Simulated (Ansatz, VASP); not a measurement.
**Two plane-wave programs on Mo**

```
CELL_PARAMETERS angstrom
-1.56481 1.56481 1.56481
1.56481 -1.56481 1.56481
1.56481 1.56481 -1.56481
ATOMIC_POSITIONS crystal
Mo 0.00000 0.00000 0.00000
```

Alike in both runs: functional PBEsol; k mesh 24 × 24 × 24; occupations gaussian, width 0.1 eV; no spin polarisation.

Ansatz relaxed the structure, and its values are those at the end. VASP's run is a single point on that final structure, the one shown.

```csv
,VASP,Ansatz
version,VASP 6.6.1,Ansatz 0.2.0
potentials or method,"VASP PAW PBE potentials, release 64 (Mo_sv), cutoff 520 eV","scalar-relativistic, plane waves, PAW"
valence electrons in the cell,14,14
```

```csv
,VASP,Ansatz,Ansatz less VASP
gap on the k mesh at the Fermi level (eV),none,none,-
pressure (GPa),0.6,0.0,-0.55
```

VASP's potentials were made for PBE, not for PBEsol. A gap of «none» marks a metal or a gap that the smearing closes. With one functional, cell and mesh, what is left measures potentials, basis and numerics.
